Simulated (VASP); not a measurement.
# AlCo (Cmmm) in VASP: a series of runs

The runs below take AlCo through single point, with PBEsol.

Everything below comes from runs of VASP 6.6.1. Logs are shortened: lines on timing, memory, paths and dates and some standing lists are left out, and cuts for length are marked.

### Step 1. The cell of the first run

The structure is orthorhombic, space group Cmmm (No. 65). Conventional cell: a = 5.645 Å, b = 5.645 Å, c = 2.823 Å, α = 90.00°, β = 90.00°, γ = 90.00°. Al (site symmetry 2mm) has 5 Al at 2.32 to 2.87 Å and 8 Co at 2.45 to 2.50 Å within 3.1 Å. Co (site symmetry m2m) has 5 Co at 2.22 to 2.89 Å and 8 Al at 2.45 to 2.50 Å within 2.9 Å.

### Step 2. Single point, PBEsol (atoms displaced along a vibrational mode)

File INCAR:

```
PREC = Accurate
ENCUT = 520
EDIFF = 1E-6
ISMEAR = 0
SIGMA = 0.15
LREAL = F
LASPH = T
NELM = 100
ALGO = Fast
ISIF = 2
LWAVE = F
LCHARG = T
GGA = PS
LELF = T
LVHAR = T
NBANDS = 20
```

File KPOINTS:

```
regular mesh
0
Gamma
  22 16 16
```

File POSCAR:

```
AlCo
1.0
   -2.8225855360      0.0000000000      0.0000000000
    0.0000000000      2.8225855360      2.8225855360
    0.0000000000      2.8225855360     -2.8225855360
Al Co
2 2
Direct
    0.0000000000      0.0441982898     -0.0441982898
    0.0000000000      0.4558017102      0.5441982898
    0.5000000000      0.5531427651      0.0531427651
    0.5000000000     -0.0531427651      0.4468572349
```

Potentials or basis: VASP PAW PBE potentials, release 64 (Al, Co).

Command:

```console
$ cat potpaw_PBE.64/Al/POTCAR potpaw_PBE.64/Co/POTCAR > POTCAR
$ mpirun -np 1 vasp_std > vasp.out
```

OUTCAR:

```text
PREC = Accurate
   ENCUT = 520
   EDIFF = 1E-6
   ISMEAR = 0
   LREAL = F
   LASPH = T
   NELM = 100
   ISIF = 2
   GGA = PS

 ion  position               nearest neighbor table
   1  0.000  0.044  0.956-   2 2.32   3 2.45   4 2.45   3 2.45   4 2.45   3 2.50   3 2.50   4 2.50
                             4 2.50   2 2.87   2 2.87   2 3.32
   2  0.000  0.456  0.544-   1 2.32   3 2.45   4 2.45   3 2.45   4 2.45   3 2.50   3 2.50   4 2.50
                             4 2.50   1 2.87   1 2.87   1 3.32
   3  0.500  0.553  0.053-   4 2.22   2 2.45   1 2.45   1 2.45   2 2.45   2 2.50   1 2.50   2 2.50
                             1 2.50   4 2.89   4 2.89
   4  0.500  0.947  0.447-   3 2.22   2 2.45   1 2.45   1 2.45   2 2.45   2 2.50   1 2.50   1 2.50
                             2 2.50   3 2.89   3 2.89

  LATTYP: Found a simple tetragonal cell.
 ALAT       =     3.9917387460
 C/A-ratio  =     0.7071067812

  Lattice vectors:

 A1 = (   0.0000000000,   2.8225855360,   2.8225855360)
 A2 = (   0.0000000000,   2.8225855360,  -2.8225855360)
 A3 = (  -2.8225855360,   0.0000000000,   0.0000000000)

Analysis of symmetry for initial positions (statically):
=====================================================================
 Subroutine PRICEL returns:
 Original cell was already a primitive cell.

 Routine SETGRP: Setting up the symmetry group for a
 simple tetragonal supercell.

 Subroutine GETGRP returns: Found  8 space group operations
 (whereof  4 operations were pure point group operations)
 out of a pool of 16 trial point group operations.

The static configuration has the point symmetry C_2v.
 The point group associated with its full space group is D_2h.

Analysis of symmetry for dynamics (positions and initial velocities):
=====================================================================
 Subroutine PRICEL returns:
 Original cell was already a primitive cell.

 Routine SETGRP: Setting up the symmetry group for a
 simple tetragonal supercell.

 Subroutine GETGRP returns: Found  8 space group operations
 (whereof  4 operations were pure point group operations)
 out of a pool of 16 trial point group operations.

The dynamic configuration has the point symmetry C_2v.
 The point group associated with its full space group is D_2h.

 Subroutine INISYM returns: Found  8 space group operations
 (whereof  4 operations are pure point group operations),
 and found     1 'primitive' translations

----------------------------------------------------------------------------------------

                                     Primitive cell

  volume of cell :      44.9750

  direct lattice vectors                    reciprocal lattice vectors
    -2.822585536  0.000000000  0.000000000    -0.354285100  0.000000000  0.000000000
     0.000000000  2.822585536  2.822585536     0.000000000  0.177142550  0.177142550
     0.000000000  2.822585536 -2.822585536     0.000000000  0.177142550 -0.177142550

  length of vectors
     2.822585536  3.991738746  3.991738746     0.354285100  0.250517397  0.250517397

  position of ions in fractional coordinates (direct lattice)
     0.000000000  0.044198290  0.955801710
     0.000000000  0.455801710  0.544198290
     0.500000000  0.553142765  0.053142765
     0.500000000  0.946857235  0.446857235

  ion indices of the primitive-cell ions
   primitive index   ion index
                 1           1
                 2           2
                 3           3
                 4           4

----------------------------------------------------------------------------------------

 KPOINTS: regular mesh

Automatic generation of k-mesh.
 Grid dimensions read from file:
 generate k-points for:   22   16   16

 Generating k-lattice:

  Cartesian coordinates                     Fractional coordinates (reciprocal lattice)
    -0.016103868  0.000000000  0.000000000     0.045454545  0.000000000  0.000000000
     0.000000000  0.011071409  0.011071409     0.000000000  0.062500000  0.000000000
     0.000000000  0.011071409 -0.011071409     0.000000000  0.000000000  0.062500000

  Length of vectors
     0.016103868  0.015657337  0.015657337

  Shift w.r.t. Gamma in fractional coordinates (k-lattice)
     0.000000000  0.000000000  0.000000000

 Subroutine IBZKPT returns following result:
 ===========================================

 Found    876 irreducible k-points:

 Following reciprocal coordinates:
            Coordinates               Weight
  0.000000  0.000000  0.000000      1.000000
  0.045455  0.000000  0.000000      2.000000
  0.090909  0.000000  0.000000      2.000000
  0.136364  0.000000  0.000000      2.000000
  0.181818  0.000000  0.000000      2.000000
  0.227273  0.000000  0.000000      2.000000
[... 16 lines left out ...]
  0.454545  0.062500  0.000000      8.000000
  0.500000  0.062500  0.000000      4.000000
 [... further k-points ...]
   k-points           NKPTS =    876   k-points in BZ     NKDIM =    876   number of bands    NBANDS=     20
   number of dos      NEDOS =    301   number of ions     NIONS =      4
   total plane-waves  NPLWV =  21600
   dimension x,y,z NGX =    24 NGY =   30 NGZ =   30
   dimension x,y,z NGXF=    48 NGYF=   60 NGZF=   60
   ions per type =               2   2
   NGX,Y,Z   is equivalent  to a cutoff of  14.14, 12.49, 12.49 a.u.
   NGXF,Y,Z  is equivalent  to a cutoff of  28.27, 24.99, 24.99 a.u.
 SYSTEM =  unknown system
   PREC   = accura    normal or accurate (medium, high low for compatibility)
   ISTART =      0    job   : 0-new  1-cont  2-samecut
   ICHARG =      2    charge: 1-file 2-atom 10-const
   ISPIN  =      1    spin polarized calculation?
   LNONCOLLINEAR =      F non collinear calculations
   LSORBIT =      F    spin-orbit coupling
   LASPH  =      T    aspherical Exc in radial PAW
   ENCUT  =  520.0 eV  38.22 Ry    6.18 a.u.   5.25  7.42  7.42*2*pi/ulx,y,z
   NELM   =    100;   NELMIN=  2; NELMDL= -5     # of ELM steps
   EDIFF  = 0.1E-05   stopping-criterion for ELM
   LREAL  =      F    real-space projection
   EDIFFG = 0.1E-04   stopping-criterion for IOM
   NSW    =      0    number of steps for IOM
   IBRION =     -1    ionic relax: 0-MD 1-quasi-New 2-CG
   NFREE  =      0    steps in history (QN), initial steepest desc. (CG)
   ISIF   =      2    stress and relaxation
   ISYM   =      2    0-nonsym 1-usesym 2-fastsym
   POTIM  = 0.5000    time-step for ionic-motion
   TEBEG  =    0.0;   TEEND  =   0.0 temperature during run
   PSTRESS=    0.0 pullay stress
   NELECT =      24.0000    total number of electrons
   NUPDOWN=      -1.0000    fix difference up-down
   EMIN   =  10.00;   EMAX   =-10.00  energy-range for DOS
   EFERMI =   0.00;   METHOD = LEGACY
   ISMEAR =     0;   SIGMA  =   0.15  broadening in eV -4-tet -1-fermi 0-gaus
   EFERMI_NEDOS =   21; number of points for ismear=-14 and -15
   IALGO  =     68    algorithm
   IMIX   =      4    mixing-type and parameters
     AMIX     =   0.40;   BMIX     =  1.00
     AMIX_MAG =   1.60;   BMIX_MAG =  1.00
  volume/ion in A,a.u.               =      11.24        75.88
  Fermi-wavevector in a.u.,A,eV,Ry     =   1.327868  2.509306 23.990236  1.763233
  Thomas-Fermi vector in A             =   2.457148
   LORBIT       =      0    0 simple, 1 ext, 2 COOP (PROOUT), +10 PAW based schemes
   GGA     = PS    functional components
   LHFCALC =     F    Hartree Fock is set to
   AEXX    =    0.0000 exact exchange contribution
   IVDW    =     0    specifies the selected vdW correction
   LEPSILON=     F    determine dielectric tensor
   LRPA    =     F    only Hartree local field effects (RPA)
 non-spin polarized calculation
 RMM-DIIS sequential band-by-band and
 Gauss-broadening in eV      SIGMA  =   0.15
  energy-cutoff  :      520.00
  volume of cell :       44.98
 maximum number of plane-waves:      1248
 NGX is ok and might be reduce to    24
   NGX = 11   NGY = 15   NGZ = 15

 number of electron      23.9999988 magnetization

 Free energy of the ion-electron system (eV)
  ---------------------------------------------------
  ext. energy  EPLUGINS =         0.00000000
  ---------------------------------------------------
  free energy    TOTEN  =       -25.07213045 eV

  energy without entropy =      -25.04021942  energy(sigma->0) =      -25.05617494

 E-fermi :  10.8142     XC(G=0): -12.5146

 val. band max:       10.8123821121   @ k =   0.5000  -0.0625   0.0625
 cond. band min:      10.8144871432   @ k =   0.5000   0.3750   0.3125
 fundamental gap:      0.0021050311
 Fermi energy:        10.8142044981

 k-point     1 :       0.0000    0.0000    0.0000
  band No.  band energies     occupation
      1      -0.4599      2.00000
      2       5.5614      2.00000
      3       7.3049      2.00000
      4       7.8746      2.00000
      5       7.8880      2.00000
      6       7.9278      2.00000
[... 12 lines left out ...]
     19      19.0342      0.00000
     20      19.4370      0.00000

 k-point     2 :       0.0455    0.0000    0.0000
  band No.  band energies     occupation
      1      -0.4201      2.00000
      2       5.5826      2.00000
      3       7.3052      2.00000
      4       7.8689      2.00000
      5       7.9122      2.00000
      6       7.9326      2.00000
[... 12 lines left out ...]
     19      19.0587      0.00000
     20      19.8029      0.00000

 k-point     3 :       0.0909    0.0000    0.0000
  band No.  band energies     occupation
      1      -0.3010      2.00000
      2       5.6452      2.00000
      3       7.3012      2.00000
      4       7.8153      2.00000
      5       7.9442      2.00000
      6       8.0231      2.00000
[... 12 lines left out ...]
     19      19.1313      0.00000
     20      20.5632      0.00000

 k-point     4 :       0.1364    0.0000    0.0000
  band No.  band energies     occupation
      1      -0.1035      2.00000
      2       5.7465      2.00000
      3       7.2796      2.00000
      4       7.7370      2.00000
      5       7.8987      2.00000
      6       7.9928      2.00000
[... 12 lines left out ...]
     19      19.2484      0.00000
     20      21.2842      0.00000

 k-point     5 :       0.1818    0.0000    0.0000
  band No.  band energies     occupation
      1       0.1711      2.00000
      2       5.8819      2.00000
      3       7.2246      2.00000
      4       7.6450      2.00000
      5       7.7083      2.00000
      6       8.0130      2.00000
[... 12 lines left out ...]
     19      19.4021      0.00000
     20      21.0566      0.00000

 k-point     6 :       0.2273    0.0000    0.0000
  band No.  band energies     occupation
      1       0.5206      2.00000
      2       6.0445      2.00000
      3       7.1338      2.00000
      4       7.4734      2.00000
      5       7.5492      2.00000
      6       8.0550      2.00000
[... 12 lines left out ...]
     19      19.5742      0.00000
     20      20.1691      0.00000

 k-point     7 :       0.2727    0.0000    0.0000
  band No.  band energies     occupation
      1       0.9424      2.00000
      2       6.2251      2.00000
      3       7.0226      2.00000
      4       7.1448      2.00000
      5       7.4575      2.00000
      6       8.1099      2.00000
[... 12 lines left out ...]
     19      19.5843      0.00000
     20      19.7443      0.00000
[... 277 lines left out ...]
 k-point    20 :       0.3182    0.0625    0.0000
  band No.  band energies     occupation
      1       1.4673      2.00000
      2       6.3599      2.00000
      3       6.6991      2.00000
      4       6.9380      2.00000
      5       7.3685      2.00000
      6       8.1765      2.00000
[... 12 lines left out ...]
     19      18.7729      0.00000
     20      19.3822      0.00000

 k-point    21 :       0.3636    0.0625    0.0000
  band No.  band energies     occupation
      1       2.0206      2.00000
      2       6.1097      2.00000
      3       6.5350      2.00000
      4       6.8541      2.00000
      5       7.3025      2.00000
      6       8.2373      2.00000
[... 12 lines left out ...]
     19      18.0325      0.00000
     20      19.2918      0.00000

 k-point    22 :       0.4091    0.0625    0.0000
  band No.  band energies     occupation
      1       2.6313      2.00000
      2       5.4350      2.00000
      3       6.6604      2.00000
      4       6.8144      2.00000
      5       7.2485      2.00000
      6       8.2879      2.00000
[... 12 lines left out ...]
     19      17.3380      0.00000
     20      18.9749      0.00000

 k-point    23 :       0.4545    0.0625    0.0000
  band No.  band energies     occupation
      1       3.2900      2.00000
      2       4.7210      2.00000
      3       6.6858      2.00000
      4       6.8555      2.00000
      5       7.2099      2.00000
      6       8.3215      2.00000
[... 12 lines left out ...]
     19      16.7704      0.00000
     20      18.6086      0.00000

 k-point    24 :       0.5000    0.0625    0.0000
  band No.  band energies     occupation
      1       3.9073      2.00000
      2       4.0826      2.00000
      3       6.6808      2.00000
      4       6.8869      2.00000
      5       7.1946      2.00000
      6       8.3333      2.00000
[... 12 lines left out ...]
     19      16.4688      0.00000
     20      18.4520      0.00000

 [... further k-points ...]

------------------------ aborting loop because EDIFF is reached ----------------------------------------

  FORCE on cell =-STRESS in cart. coord.  units (eV):
  Direction    XX          YY          ZZ          XY          YZ          ZX
  --------------------------------------------------------------------------------------
  -------------------------------------------------------------------------------------
  Total       -1.6238455      2.9988315      6.1257447      0.0000000      0.0000000      0.0000000
  in kB      -57.8474140    106.8295287    218.2218061      0.0000000      0.0000000      0.0000000
  external PRESSURE =      89.0679736 kB  Pullay stress =       0.0000000 kB

 VOLUME and BASIS-vectors are now :
 -----------------------------------------------------------------------------
  energy-cutoff  :      520.00
  volume of cell :       44.98
      direct lattice vectors                 reciprocal lattice vectors
    -2.822585536  0.000000000  0.000000000    -0.354285100  0.000000000  0.000000000
     0.000000000  2.822585536  2.822585536     0.000000000  0.177142550  0.177142550
     0.000000000  2.822585536 -2.822585536     0.000000000  0.177142550 -0.177142550

 POSITION                                       TOTAL-FORCE (eV/Angst)
 -----------------------------------------------------------------------------------
      0.00000      2.82259     -2.57308         0.000000     -0.000000     -1.966698
      0.00000      2.82259     -0.24951         0.000000     -0.000000      1.966698
     -1.41129      1.71129      1.41129         0.000000     -2.664175      0.000000
     -1.41129      3.93388      1.41129         0.000000      2.664175      0.000000
 -----------------------------------------------------------------------------------
    total drift:                               -0.000000      0.000000      0.000000

  FREE ENERGIE OF THE ION-ELECTRON SYSTEM (eV)
  ---------------------------------------------------
  free  energy   TOTEN  =       -25.0721304540 eV

  energy  without entropy=      -25.0402194228  energy(sigma->0) =      -25.05617494
```

It took 24 min on 1 thread of Oxide Virtual Turin-like, shared host; peak memory 0.71 GiB.

What came out:

* Free energy: -25.0721 eV
* Pressure: 8.9 GPa
* Largest force: 2.664 eV/Å
* Band gap on the k mesh: zero (bands 12 and 13 overlap by 1.01 eV)

Forces on the atoms (eV/Å):
```
Al   0.000  0.000 -1.967
Al   0.000  0.000  1.967
Co   0.000 -2.664  0.000
Co   0.000  2.664  0.000
```

Stress tensor (GPa, compression positive):
```
-5.78  0.00  0.00
 0.00 10.68  0.00
 0.00  0.00 21.82
```

Caveat: the cell differs from its parent crystal (atoms displaced along a vibrational mode); the stress differs along the axes, from -6 to 22 GPa; the PAW data sets were made with another functional, which shifts forces and pressure a little; the run has no spin polarisation, though such a crystal can be magnetic.

(Continued in part 2 of 2.)
